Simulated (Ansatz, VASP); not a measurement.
# One calculation of Sn, two programs

```
Sn
1.0
    -1.45871    1.92054    1.92054
     1.92054   -1.45871    1.92054
     1.92054    1.92054   -1.45871
Sn
1
Direct
  0.00000 0.00000 0.00000
```

Alike in both runs: task single point; functional PBEsol; k mesh 20 × 20 × 20; occupations gaussian, width 0.15 eV; no spin polarisation.

```csv
,VASP,Ansatz
version,VASP 6.6.1,Ansatz 0.2.0
potentials or method,"VASP PAW PBE potentials, release 64 (Sn_d), cutoff 520 eV","scalar-relativistic, plane waves, PAW"
valence electrons in the cell,14,14
```

```csv
,VASP,Ansatz,Ansatz less VASP
gap on the k mesh at the Fermi level (eV),none,none,-
pressure (GPa),0.4,0.4,+0.04
"traceless stress, the component that is largest in VASP (GPa)",0.10,0.10,+0.001
```

VASP's potentials were made for PBE, not for PBEsol. A gap of «none» marks a metal or a gap that the smearing closes.
